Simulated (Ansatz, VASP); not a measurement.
# MgO: VASP beside Ansatz

INCAR

```
PREC = Accurate
ENCUT = 750
EDIFF = 1E-6
ISMEAR = 0
SIGMA = 0.05
LREAL = F
LASPH = T
NELM = 120
ALGO = Normal
ISIF = 2
LWAVE = F
LCHARG = T
GGA = CA
LELF = T
LVHAR = T
NBANDS = 15
GGA_COMPAT = F
```

File KPOINTS:

```
regular mesh
0
Gamma
  9 9 8
```

The input POSCAR:

```
MgO
1.0
    2.9820912170      0.0000000000      0.0000000000
   -1.4910456085      2.5825667503      0.0000000000
    0.0000000000      0.0000000000      2.6796800000
Mg O
1 1
Direct
    0.0000000000      0.0000000000      0.0000000000
    0.3333333333      0.6666666667      0.5000000000
```

Input for Ansatz:

```yaml
crystal:
  lattice:
    - [2.982091217, 0.0, 0.0]
    - [-1.4910456085, 2.5825667503, 0.0]
    - [0.0, 0.0, 2.67968]
  atoms:
    - { symbol: Mg, position: [0.0, 0.0, 0.0] }
    - { symbol: O, position: [0.3333333333, 0.6666666667, 0.5] }
basis:
  ecutwfc: 420
kpoints:
  mp_grid: { grid: [9, 9, 8] }
hamiltonian:
  xc: lda
scf:
  occupations: { method: gaussian, width: 0.05 }
output:
  forces: true
  stress: true
  eigenvalues: true
```

Change from the starting cell: strain +0.015 along x and y, +0.000 along z, atoms carried along.

Alike in both runs: task single point; functional LDA; k mesh 9 × 9 × 8; occupations gaussian, width 0.05 eV; no spin polarisation.

|  | VASP | Ansatz |
| --- | --- | --- |
| version | VASP 6.6.1 | Ansatz 0.2.0 |
| potentials or method | VASP PAW LDA potentials, release 64 (Mg_sv, O), cutoff 750 eV | scalar-relativistic, plane waves, PAW |
| valence electrons in the cell | 16 | 16 |

Ansatz gave:

* gap on the k mesh at the Fermi level (eV): 2.65
* least direct gap on the mesh (eV): 3.02
* pressure (GPa): -12.4
* traceless stress, the component that is largest in VASP (GPa): 3.51

Q: What did VASP give for the same quantities?

A: gap on the k mesh at the Fermi level (eV): 2.66; least direct gap on the mesh (eV): 3.03; pressure (GPa): -12.6; traceless stress, the component that is largest in VASP (GPa): 3.59.

LDA's correlation is that of Perdew and Zunger in VASP and of Perdew and Wang (1992) in Ansatz.
